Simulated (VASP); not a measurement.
Write the native input for VASP 6.6.1 that does the following.

| Property | Result |
| --- | --- |
| Task | single point |
| Functional | r2SCAN |
| Potentials or basis | VASP PAW PBE potentials, release 64 (Ag, I) |
| Cutoff | 550 eV |
| k mesh | 6 × 6 × 6 |
| Occupations | gaussian, width 0.01 eV |
| Spin | no spin polarisation |
| Dipole correction | no |
| Further INCAR settings | ALGO = Normal; EDIFF = 1e-06; NBANDS = 16 |

AgI:

```xyz
2
Lattice="0.0000 3.3531 3.3531 3.3531 0.0000 3.3531 3.3531 3.3531 0.0000" Properties=species:S:1:pos:R:3 pbc="T T T"
Ag    0.0000    0.0000    0.0000
I     1.6766    1.6766    1.6766
```

This cell differs from its parent crystal: volume changed by +6%.

The input as run:

POSCAR

```
AgI
1.0
    0.0000000000      3.3531321762      3.3531321762
    3.3531321762      0.0000000000      3.3531321762
    3.3531321762      3.3531321762      0.0000000000
Ag I
1 1
Direct
    0.0000000000      0.0000000000      0.0000000000
    0.2500000000      0.2500000000      0.2500000000
```

INCAR.step1

```
  ALGO = Normal
  EDIFF = 1E-5
  ENCUT = 550
  GGA = PE
  GGA_COMPAT = F
  ISMEAR = 0
  LASPH = T
  LCHARG = F
  LREAL = F
  LWAVE = T
  NBANDS = 16
  NELM = 120
  PREC = Accurate
  SIGMA = 0.01
```

INCAR.step2

```
  ALGO = Normal
  EDIFF = 1E-6
  ENCUT = 550
  GGA_COMPAT = F
  ISIF = 2
  ISMEAR = 0
  ISTART = 1
  LASPH = T
  LCHARG = F
  LMIXTAU = T
  LREAL = F
  LWAVE = F
  METAGGA = R2SCAN
  NBANDS = 16
  NELM = 120
  PREC = Accurate
  SIGMA = 0.01
```

KPOINTS

```
k-points
0
Gamma
  6 6 6
```

Potentials or basis: VASP PAW PBE potentials, release 64 (Ag, I).

Launch:

```console
$ cat potpaw_PBE.64/Ag/POTCAR potpaw_PBE.64/I/POTCAR > POTCAR
$ cp INCAR.step1 INCAR
$ mpirun -np 1 vasp_std > vasp.out
$ cp INCAR.step2 INCAR
$ mpirun -np 1 vasp_std > vasp.out
```

Results of the run:

```json
{"Pressure": "-1.6 GPa", "Band gap on the k mesh": "1.80 eV, direct"}
```

Caveat: the PAW data sets were made with another functional, which shifts forces and pressure a little; spin-orbit coupling is left out, which moves the levels of the heavy elements.

Wall time 2.9 min on 1 thread of AMD EPYC 7R13 Processor (Zen 3), with other jobs on the host, peak memory 0.19 GiB.
